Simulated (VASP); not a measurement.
Runs of VASP 6.6.1 on Cd. The structure is that of space group P4/mmm (No. 123), or close to it. The cells are those of the table. 

```tsv
task	potentials or basis	cell	cutoff (eV)	second run	gap on the mesh (eV)	pressure (GPa)
single point	VASP PAW PBE potentials, release 64 (Cd)	a = 2.907, b = 2.959, c = 3.176 Å, 1 atom	520	-	none	0.3
single point	VASP PAW PBE potentials, release 64 (Cd_sv_GW)	a = 2.490, b = 2.608, c = 6.112 Å, 1 atom	540	valence_matched	none	(a)
relaxation of cell and atoms	VASP PAW PBE potentials, release 64 (Cd)	relaxed from a = 2.490, b = 2.608, c = 6.112 Å, 1 atom	600	-	none	0.0
single point	VASP PAW PBE potentials, release 64 (Cd)	a = 2.490, b = 2.608, c = 6.112 Å, 1 atom	520	-	none	10.6
```

Alike in all rows: level PBE; no spin polarisation; k mesh 8 × 6 × 4; smearing gaussian 0.1 eV.

Estimate the missing entries.

(a) 8.8.

Caveats: all runs use coarse meshes.

A k mesh can miss the band edges, and the runs leave out spin-orbit coupling on Cd.

A gap of «none» marks levels without a gap at the run's occupations.

The runs don't all hold the same shells in valence.
